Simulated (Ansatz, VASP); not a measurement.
# One calculation of Te, two programs

Contents of INCAR:

```
SYSTEM = Te
PREC     = Accurate       ! precision mode
ENCUT    = 520            ! plane-wave cutoff, eV
EDIFF    = 1E-6           ! SCF threshold, eV
ISMEAR   = -1             ! smearing method
SIGMA    = 0.1            ! smearing width, eV
LREAL    = .FALSE.        ! projectors in reciprocal space
LASPH    = .TRUE.         ! aspherical terms in the spheres
NELM     = 100            ! most SCF steps
ALGO     = Normal         ! electronic algorithm
ISIF     = 2              ! what is computed and relaxed
LWAVE    = .FALSE.        ! write WAVECAR
LCHARG   = .TRUE.         ! write CHGCAR
GGA      = RE             ! functional
LELF     = .TRUE.         ! ELF
LVHAR    = .TRUE.       
NBANDS   = 13             ! bands
```

Contents of KPOINTS:

```
regular mesh
0
G
  9 9 9
  0 0 0
```

POSCAR

```
Te
1.0
    0.0000000000      3.4757975182      3.4757975182
    3.4757975182      0.0000000000      3.4757975182
    3.4757975182      3.4757975182      0.0000000000
Te
2
Direct
    0.1250000000      0.1250000000      0.1250000000
    0.8750000000      0.8750000000      0.8750000000
```

Input for Ansatz:

```yaml
crystal:
  lattice:
    - [0.0, 3.4757975182, 3.4757975182]
    - [3.4757975182, 0.0, 3.4757975182]
    - [3.4757975182, 3.4757975182, 0.0]
  atoms:
    - { symbol: Te, position: [0.125, 0.125, 0.125] }
    - { symbol: Te, position: [0.875, 0.875, 0.875] }
hamiltonian:
  xc: revpbe
  pseudopotentials:
    kind: paw
    azcp:
      Te: "pseudopotentials/Te.paw.azcp"
basis:
  ecutwfc: 420
  fft_grid_basis: typed
kpoints:
  mp_grid: { grid: [9, 9, 9], shift: [0, 0, 0] }
magnetization:
  spin_polarized: false
scf:
  occupations: { method: fermi_dirac, width: 0.1 }
  lower_state_search: "off"
output:
  stress: true
  write_density: true
  write_potential: true
  elf: true
  volumetric_format: npy
```

Alike in both runs: task single point; functional revPBE; k mesh 9 × 9 × 9; occupations fermi-dirac, width 0.1 eV; no spin polarisation.

```csv
,VASP,Ansatz
version,VASP 6.6.1,Ansatz 0.2.0
potentials or method,"VASP PAW PBE potentials, release 64 (Te), cutoff 520 eV","plane waves (420 eV) with PAW, scalar-relativistic"
valence electrons in the cell,12,32
```

|  | VASP | Ansatz | Ansatz less VASP |
| --- | --- | --- | --- |
| pressure (GPa) | 4.1 | 4.1 | +0.04 |

VASP's potentials were made for PBE, not for revPBE. VASP's potentials hold 12 valence electrons a cell and Ansatz's 32, so a difference there can come from the potentials and not from the codes.

Neither program's run includes spin-orbit coupling.
